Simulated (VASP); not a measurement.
# Al3N in VASP: notebook

Runs on Al3N. Level: r2SCAN. Tasks: single point.

Everything below comes from runs of VASP 6.6.1. Logs are shortened: lines on timing, memory, paths and dates and some standing lists are left out, and cuts for length are marked.

## (1) The cell of the first run

The cell holds a slab with vacuum, 4 atoms: a = 2.823 Å, b = 2.823 Å, c = 19.601 Å, α = 90.00°, β = 90.00°, γ = 90.00°.

## (2) Single point, r2SCAN

File POSCAR:

```
Al3N
1.0
    2.8227735241      0.0000000000      0.0000000000
    0.0000000000      2.8227735241      0.0000000000
    0.0000000000      0.0000000000     19.6006973085
Al N
3 1
Direct
    0.5000000000      0.5000000000      0.2040743723
    0.0000000000      0.0000000000      0.3086652017
    0.5000000000      0.5000000000      0.4132861796
    0.5000000000      0.5000000000      0.5046933334
```

File INCAR.step1:

```
SYSTEM = Al3N
ALGO = Normal
DIPOL = 0.5 0.5 0.358
EDIFF = 1E-4
ENCUT = 520
GGA = PE
IDIPOL = 3
ISMEAR = 0
LASPH = .TRUE.
LCHARG = .FALSE.
LDIPOL = .TRUE.
LREAL = .FALSE.
LWAVE = .TRUE.
NBANDS = 15
NELM = 80
PREC = Accurate
SIGMA = 0.1
```

File INCAR.step2:

```
SYSTEM = Al3N
ALGO = Normal
DIPOL = 0.5 0.5 0.358
EDIFF = 1E-7
ENCUT = 520
IDIPOL = 3
ISIF = 2
ISMEAR = 0
ISTART = 1
LASPH = .TRUE.
LCHARG = .TRUE.
LDIPOL = .TRUE.
LELF = .TRUE.
LMIXTAU = .TRUE.
LREAL = .FALSE.
LVACPOTAV = .TRUE.
LVHAR = .TRUE.
LWAVE = .FALSE.
METAGGA = R2SCAN
NBANDS = 15
NELM = 80
PREC = Accurate
SIGMA = 0.1
```

File KPOINTS:

```
k-points
0
G
  9 9 1
  0 0 0
```

Potentials or basis: VASP PAW PBE potentials, release 64 (Al, N).

Launch:

```bash
cat potpaw_PBE.64/Al/POTCAR potpaw_PBE.64/N/POTCAR > POTCAR
cp INCAR.step1 INCAR
mpirun -np 1 vasp_std > vasp.out
cp INCAR.step2 INCAR
mpirun -np 1 vasp_std > vasp.out
```

OUTCAR:

```text
SYSTEM = Al3N
   EDIFF = 1E-7
   ENCUT = 520
   ISIF = 2
   ISMEAR = 0
   ISTART = 1
   LASPH = .TRUE.
   LREAL = .FALSE.
   METAGGA = R2SCAN
   NELM = 80
   PREC = Accurate

 ion  position               nearest neighbor table
   1  0.500  0.500  0.204-   2 2.86   2 2.86   2 2.86   2 2.86
   2  0.000  0.000  0.309-   1 2.86   1 2.86   1 2.86   1 2.86   3 2.86   3 2.86   3 2.86   3 2.86

   3  0.500  0.500  0.413-   4 1.79   2 2.86   2 2.86   2 2.86   2 2.86
   4  0.500  0.500  0.505-   3 1.79

  LATTYP: Found a simple tetragonal cell.
 ALAT       =     2.8227735241
 C/A-ratio  =     6.9437725489

  Lattice vectors:

 A1 = (   2.8227735241,   0.0000000000,   0.0000000000)
 A2 = (   0.0000000000,   2.8227735241,   0.0000000000)
 A3 = (   0.0000000000,   0.0000000000,  19.6006973085)

Analysis of symmetry for initial positions (statically):
=====================================================================
 Subroutine PRICEL returns:
 Original cell was already a primitive cell.

 Routine SETGRP: Setting up the symmetry group for a
 simple tetragonal supercell.

 Subroutine GETGRP returns: Found  8 space group operations
 (whereof  8 operations were pure point group operations)
 out of a pool of 16 trial point group operations.

The static configuration has the point symmetry C_4v.

Analysis of symmetry for dynamics (positions and initial velocities):
=====================================================================
 Subroutine PRICEL returns:
 Original cell was already a primitive cell.

 Routine SETGRP: Setting up the symmetry group for a
 simple tetragonal supercell.

 Subroutine GETGRP returns: Found  8 space group operations
 (whereof  8 operations were pure point group operations)
 out of a pool of 16 trial point group operations.

The dynamic configuration has the point symmetry C_4v.

 Subroutine INISYM returns: Found  8 space group operations
 (whereof  8 operations are pure point group operations),
 and found     1 'primitive' translations

----------------------------------------------------------------------------------------

                                     Primitive cell

  volume of cell :     156.1793

  direct lattice vectors                    reciprocal lattice vectors
     2.822773524  0.000000000  0.000000000     0.354261506  0.000000000  0.000000000
[... 95 lines left out ...]
   ISMEAR =     0;   SIGMA  =   0.10  broadening in eV -4-tet -1-fermi 0-gaus
   EFERMI_NEDOS =   21; number of points for ismear=-14 and -15
   IALGO  =     38    algorithm
   IMIX   =      4    mixing-type and parameters
     AMIX     =   0.40;   BMIX     =  1.00
     AMIX_MAG =   1.60;   BMIX_MAG =  1.00
  volume/ion in A,a.u.               =      39.04       263.49
  Fermi-wavevector in a.u.,A,eV,Ry     =   0.732672  1.384549  7.303721  0.536808
  Thomas-Fermi vector in A             =   1.825193
   LORBIT       =      0    0 simple, 1 ext, 2 COOP (PROOUT), +10 PAW based schemes
   METAGGA = R2SCAN    functional components
   LHFCALC =     F    Hartree Fock is set to
   AEXX    =    0.0000 exact exchange contribution
   IVDW    =     0    specifies the selected vdW correction
   LEPSILON=     F    determine dielectric tensor
   LRPA    =     F    only Hartree local field effects (RPA)
 non-spin polarized calculation
 Gauss-broadening in eV      SIGMA  =   0.10
  energy-cutoff  :      520.00
  volume of cell :      156.18
 maximum number of plane-waves:      4249
 NGX is ok and might be reduce to    24
   NGX = 11   NGY = 11   NGZ = 73

 number of electron      14.0000001 magnetization

 dipolmoment           0.000000      0.000000      0.206135 electrons x Angstroem

 Free energy of the ion-electron system (eV)
  ---------------------------------------------------
  ext. energy  EPLUGINS =         0.00000000
  ---------------------------------------------------
  free energy    TOTEN  =       -24.72938997 eV

  energy without entropy =      -24.71863750  energy(sigma->0) =      -24.72401374

 E-fermi :  -1.5415     XC(G=0):  -4.9081

 val. band max:       -1.5805960261   @ k =   0.4444   0.0000   0.0000
 cond. band min:      -1.4403491714   @ k =   0.3333   0.3333   0.0000
 fundamental gap:      0.1402468546
 Fermi energy:        -1.5415153192

 k-point     1 :       0.0000    0.0000    0.0000
  band No.  band energies     occupation
      1     -15.8784      2.00000
      2     -12.7096      2.00000
      3     -10.0655      2.00000
      4      -6.2625      2.00000
      5      -3.7474      2.00000
      6      -0.7567      0.00000
      7      -0.4018      0.00000
      8      -0.4018      0.00000
      9       2.3873      0.00000
     10       3.9960      0.00000
     11       4.7455      0.00000
     12       5.4367      0.00000
     13       5.4367      0.00000
     14       5.9724      0.00000
[... 239 lines left out ...]
      2      -5.3433      2.00000
      3      -4.0735      2.00000
      4      -3.6461      2.00000
      5      -3.1725      2.00000
      6      -2.7602      2.00000
      7      -2.1286      2.00000
      8      -2.0387      2.00000
      9      -1.1224      0.00000
     10      -0.7431      0.00000
     11       0.3016      0.00000
     12       1.4868      0.00000
     13       1.8949      0.00000
     14       2.4820      0.00000
     15       3.9810      0.00000

------------------------ aborting loop because EDIFF is reached ----------------------------------------

  FORCE on cell =-STRESS in cart. coord.  units (eV):
  Direction    XX          YY          ZZ          XY          YZ          ZX
  --------------------------------------------------------------------------------------
  -------------------------------------------------------------------------------------
  Total       -2.6196711     -2.6196711      0.0437665      0.0000000      0.0000000      0.0000000
  in kB      -26.8740897    -26.8740897      0.4489817      0.0000000      0.0000000      0.0000000
  external PRESSURE =     -17.7663992 kB  Pullay stress =       0.0000000 kB

 VOLUME and BASIS-vectors are now :
 -----------------------------------------------------------------------------
  energy-cutoff  :      520.00
  volume of cell :      156.18
      direct lattice vectors                 reciprocal lattice vectors
     2.822773524  0.000000000  0.000000000     0.354261506  0.000000000  0.000000000
     0.000000000  2.822773524  0.000000000     0.000000000  0.354261506  0.000000000
     0.000000000  0.000000000 19.600697308     0.000000000  0.000000000  0.051018593

 POSITION                                       TOTAL-FORCE (eV/Angst)
 -----------------------------------------------------------------------------------
      1.41139      1.41139      4.00000         0.000000     -0.000000     -0.100237
      0.00000      0.00000      6.05005         0.000000     -0.000000      0.231116
      1.41139      1.41139      8.10070         0.000000      0.000000     -0.172798
      1.41139      1.41139      9.89234         0.000000     -0.000000      0.041919
 -----------------------------------------------------------------------------------
    total drift:                                0.000000      0.000000     -0.013874

  FREE ENERGIE OF THE ION-ELECTRON SYSTEM (eV)
  ---------------------------------------------------
  free  energy   TOTEN  =       -24.7293899735 eV

  energy  without entropy=      -24.7186374970  energy(sigma->0) =      -24.72401374

 vacuum level on the upper side and lower side of the slab         7.388         2.707
```

OSZICAR.step1:

```text
N       E                     dE             d eps       ncg     rms          rms(c)
DAV:   1     0.539745246490E+02    0.53975E+02   -0.47831E+03   450   0.688E+02
DAV:   2    -0.836452751074E+01   -0.62339E+02   -0.56219E+02   630   0.124E+02
DAV:   3    -0.171731768050E+02   -0.88086E+01   -0.79979E+01   643   0.436E+01
DAV:   4    -0.174371172719E+02   -0.26394E+00   -0.26264E+00   562   0.102E+01
DAV:   5    -0.174458711935E+02   -0.87539E-02   -0.87516E-02   774   0.174E+00    0.914E+00
DAV:   6    -0.518402993092E+02   -0.34394E+02   -0.19535E+02   744   0.487E+01    0.222E+01
DAV:   7    -0.151106265880E+02    0.36730E+02   -0.33127E+01   707   0.322E+01    0.626E+00
DAV:   8    -0.153954950681E+02   -0.28487E+00   -0.77404E+00   555   0.130E+01    0.309E+00
DAV:   9    -0.152979453577E+02    0.97550E-01   -0.36771E-01   599   0.335E+00    0.121E+00
DAV:  10    -0.152790574414E+02    0.18888E-01   -0.88832E-02   600   0.152E+00    0.590E-01
DAV:  11    -0.152725432898E+02    0.65142E-02   -0.21366E-02   602   0.672E-01    0.209E-01
DAV:  12    -0.152710286131E+02    0.15147E-02   -0.51885E-03   562   0.368E-01    0.143E-01
DAV:  13    -0.152695972639E+02    0.14313E-02   -0.11821E-03   562   0.188E-01    0.640E-02
DAV:  14    -0.152696227993E+02   -0.25535E-04   -0.25956E-04   532   0.930E-02
   1 F= -.15269623E+02 E0= -.15264330E+02  d E =-.105864E-01
```

Wall time 1.8 min (1 thread of Intel Xeon 6975P-C (Granite Rapids), shared host); peak memory 0.3 GiB.

Results:

```yaml
Free_energy: -24.7294 eV
Largest_force: 0.231 eV/Å
Band_gap_on_the_k_mesh: zero (bands 7 and 8 overlap by 1.68 eV)
```

Forces on the atoms (eV/Å):
```
Al   0.000  0.000 -0.100
Al   0.000  0.000  0.231
Al   0.000  0.000 -0.173
N    0.000  0.000  0.042
```

Levels at points of the mesh, in eV from the Fermi level:
```tsv
k point	band 3	band 4	band 5	band 6	band 7	band 8	band 9	band 10	band 11	band 12
(0.00, 0.00, 0.00)	-8.52	-4.72	-2.21	0.78	1.14	1.14	3.93	5.54	6.29	6.98
```

Caveat: the PAW data sets were made with another functional, which shifts forces and pressure a little.

(Continued in part 2 of 2.)
